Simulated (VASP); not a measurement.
Write the native input for VASP 6.6.1 that does the following.

```
Task                   : single point
Functional             : PBE
Potentials or basis    : VASP PAW PBE potentials, release 64 (Ta_pv, Cu)
Cutoff                 : 520 eV
k mesh                 : 8 × 8 × 8
Occupations            : gaussian, width 0.1 eV
Spin                   : no spin polarisation
Dipole correction      : no
Further INCAR settings : ALGO = Fast; EDIFF = 1e-06; NBANDS = 42
```

The structure of Ta2Cu lies in POSCAR:

```
Ta2Cu
1.0
    0.0000000000      3.7965856249      3.7965856249
    3.7965856249      0.0000000000      3.7965856249
    3.7965856249      3.7965856249      0.0000000000
Ta Cu
4 2
Direct
    0.1250000000      0.1250000000      0.1250000000
    0.6250000000      0.1250000000      0.1250000000
    0.1250000000      0.1250000000      0.6250000000
    0.1250000000      0.6250000000      0.1250000000
    0.5000000000      0.5000000000      0.5000000000
    0.7500000000      0.7500000000      0.7500000000
```

These files were run (other wordings do the same):

INCAR

```
PREC = Accurate ; ENCUT = 520
EDIFF = 1E-6 ; ISMEAR = 0
SIGMA = 0.1 ; LREAL = F
LASPH = T ; NELM = 60
ALGO = Fast ; ISIF = 2
LWAVE = F ; LCHARG = F
GGA = PE ; NBANDS = 42
```

KPOINTS

```
Automatic mesh
0
Gamma
  8 8 8
```

Potentials or basis: VASP PAW PBE potentials, release 64 (Ta_pv, Cu).

Run with:

```bash
$ cat potpaw_PBE.64/Ta_pv/POTCAR potpaw_PBE.64/Cu/POTCAR > POTCAR
$ mpirun -np 1 vasp_std > vasp.out
```

It gave:

* Pressure: 0.5 GPa
* Band gap on the k mesh: zero (bands 33 and 34 overlap by 1.95 eV)

Caveat: spin-orbit coupling is left out, which moves the levels of the heavy elements.

Wall time 3.3 min on 1 thread of Intel(R) Xeon(R) Platinum 8488C (Sapphire Rapids), on a shared host, peak memory 0.3 GiB.
